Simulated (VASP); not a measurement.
Wanted: the native input for a VASP 6.6.1 run.

| Property | Result |
| --- | --- |
| Task | relaxation of cell and atoms |
| Functional | r2SCAN |
| Potentials or basis | VASP PAW PBE potentials, release 64 (Zn, Se) |
| Cutoff | 600 eV |
| k mesh | 12 × 12 × 12 |
| Occupations | fermi-dirac, width 0.05 eV |
| Spin | no spin polarisation |
| Dipole correction | no |
| Further INCAR settings | ALGO = Normal; EDIFF = 1e-07; IBRION = 2; EDIFFG = -0.002; NSW = 100; ISIF = 3 |

The system is ZnSe.

```
CELL_PARAMETERS angstrom
2.83380 2.83380 0.00000
-2.83380 2.83380 0.00000
0.00000 2.83380 2.83380
ATOMIC_POSITIONS crystal
Zn 0.00000 0.00000 0.00000
Se 0.75000 0.25000 0.50000
```

One way to write it, as run:

POSCAR

```
ZnSe
1.0
    2.8338000000      2.8338000000      0.0000000000
   -2.8338000000      2.8338000000      0.0000000000
    0.0000000000      2.8338000000      2.8338000000
Zn Se
1 1
Direct
    0.0000000000      0.0000000000      0.0000000000
    0.7500000000      0.2500000000      0.5000000000
```

INCAR.step1

```
SYSTEM = ZnSe
ALGO = Normal
EDIFF = 1E-4
ENCUT = 600
GGA = PE
ISMEAR = -1
LASPH = .True.
LCHARG = .False.
LREAL = .False.
LWAVE = .True.
NELM = 100
PREC = Accurate
SIGMA = 0.05
```

INCAR.step2

```
SYSTEM = ZnSe
ALGO = Normal
EDIFF = 1E-7
EDIFFG = -0.002
ENCUT = 600
IBRION = 2
ISIF = 3
ISMEAR = -1
ISTART = 1
LASPH = .True.
LCHARG = .False.
LMIXTAU = .True.
LREAL = .False.
LWAVE = .False.
METAGGA = R2SCAN
NELM = 100
NSW = 100
PREC = Accurate
SIGMA = 0.05
```

KPOINTS

```
k-points
0
Gamma
  12 12 12
  0 0 0
```

Potentials or basis: VASP PAW PBE potentials, release 64 (Zn, Se).

Run with:

```bash
$ cat potpaw_PBE.64/Zn/POTCAR potpaw_PBE.64/Se/POTCAR > POTCAR
$ cp INCAR.step1 INCAR
$ mpirun -np 1 vasp_std > vasp.out
$ cp INCAR.step2 INCAR
$ mpirun -np 1 vasp_std > vasp.out
```

It gave:

| Quantity | Value |
| --- | --- |
| Relaxed volume | 22.75 Å³/atom |
| Relaxed cell | a = 4.007 Å, b = 4.007 Å, c = 4.007 Å, α = 60.00°, β = 60.00°, γ = 90.00° |
| Space group after relaxing (to 0.1 Å) | F-43m (No. 216) |
| Energy gained by relaxing | 0.0 meV/atom |
| Ionic steps | 2 |
| Pressure after relaxing | 0.0 GPa |
| Band gap on the k mesh | 1.87 eV |

Caveat: the PAW data sets were made with another functional, which shifts forces and pressure a little.

Wall time 5.8 min on 1 thread of Oxide Virtual Turin-like Processor (shared host), peak memory 0.2 GiB.
